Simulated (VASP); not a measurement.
A run of VASP 6.6.1 is set up as follows.

Contents of INCAR:

```
SYSTEM = P
ALGO = Normal ; DIPOL = 0.5 0.5 0.390
EDIFF = 1E-6 ; ENCUT = 520
GGA = PE ; IDIPOL = 3
ISIF = 2 ; ISMEAR = 0
IVDW = 12 ; LASPH = .True.
LCHARG = .True. ; LDIPOL = .True.
LELF = .True. ; LREAL = .False.
LVACPOTAV = .True. ; LVHAR = .True.
LWAVE = .False. ; NBANDS = 30
NELM = 60 ; PREC = Accurate
SIGMA = 0.05
```

File KPOINTS:

```
k-points
0
Gamma
  8 6 1
  0 0 0
```

Contents of POSCAR:

```
P
1.0
    3.2961869629      0.0000000000      0.0000000000
    0.0000000000      4.4391557027      0.0000000000
    0.0000000000      0.0000000000     21.7461973615
P
8
Direct
    0.5000000000      0.9174951453      0.2069327306
    0.0000000000      0.5825048547      0.2069327306
    0.5000000000      0.0825048547      0.3045635322
    0.0000000000      0.4174951453      0.3045635322
    0.8750000000      0.3325048547      0.4751680723
    1.3750000000      0.6674951453      0.4751680723
    0.8750000000      1.1674951453      0.5727988740
    1.3750000000      0.8325048547      0.5727988740
```

Potentials or basis: VASP PAW PBE potentials, release 64 (P).

The run is started by

```bash
$ cat potpaw_PBE.64/P/POTCAR > POTCAR
$ mpirun -np 1 vasp_std > vasp.out
```

(1) Estimate the dispersion energy per atom.

(2) Estimate the band gap on the k mesh.

(3) What does it give for the largest force?

Results:

(1) -0.285 eV.

(2) 0.54 eV.

(3) 0.085 eV/Å.

Caveat: the cell differs from its parent crystal (layers slid over each other).
